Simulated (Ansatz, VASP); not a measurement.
**One calculation of Ba, two programs**

INCAR

```
  PREC = Accurate
  ENCUT = 520
  EDIFF = 1E-7
  ISMEAR = 0
  SIGMA = 0.1
  LREAL = F
  LASPH = T
  NELM = 80
  ALGO = Normal
  ISIF = 2
  LWAVE = F
  LCHARG = F
  GGA = PE
  NBANDS = 17
```

The input KPOINTS:

```
regular mesh
0
Gamma
  4 4 4
```

Contents of POSCAR:

```
Ba
1.0
    4.9651290800      0.0000000000      0.0000000000
    0.0000000000      4.9651290800      0.0000000000
    0.0000000000      0.0000000000      5.9573409700
Ba
2
Direct
    0.5000000000      0.0000000000      0.0196016900
    0.0000000000      0.5000000000      0.9803983100
```

Input for Ansatz:

```yaml
crystal:
  lattice:
    - [4.96512908, 0.0, 0.0]
    - [0.0, 4.96512908, 0.0]
    - [0.0, 0.0, 5.95734097]
  atoms:
    - { symbol: Ba, position: [0.5, 0.0, 0.01960169] }
    - { symbol: Ba, position: [0.0, 0.5, 0.98039831] }
basis:
  ecutwfc: 420
kpoints:
  mp_grid: { grid: [4, 4, 4] }
hamiltonian:
  xc: pbe
scf:
  occupations: { method: gaussian, width: 0.1 }
  lower_state_search: "off"
output:
  forces: true
  stress: true
  eigenvalues: true
```

Alike in both runs: task single point; functional PBE; k mesh 4 × 4 × 4; occupations gaussian, width 0.1 eV; no spin polarisation.

```csv
,VASP,Ansatz
version,VASP 6.6.1,Ansatz 0.2.0
potentials or method,"VASP PAW PBE potentials, release 64 (Ba_sv), cutoff 520 eV","scalar-relativistic, plane waves, PAW"
valence electrons in the cell,20,20
```

|  | VASP | Ansatz | Ansatz less VASP |
| --- | --- | --- | --- |
| gap on the k mesh at the Fermi level (eV) | none | none | - |
| pressure (GPa) | 1.2 | 1.0 | -0.22 |
| traceless stress, the component that is largest in VASP (GPa) | -3.74 | -3.52 | +0.222 |
| rms of the force components (eV/Å) | 0.098 | 0.097 | -0.0007 |

Atom by atom the forces differ by 0.001 eV/Å (rms over components). A gap of «none» marks a metal or a gap that the smearing closes.

Neither program's run includes spin-orbit coupling.
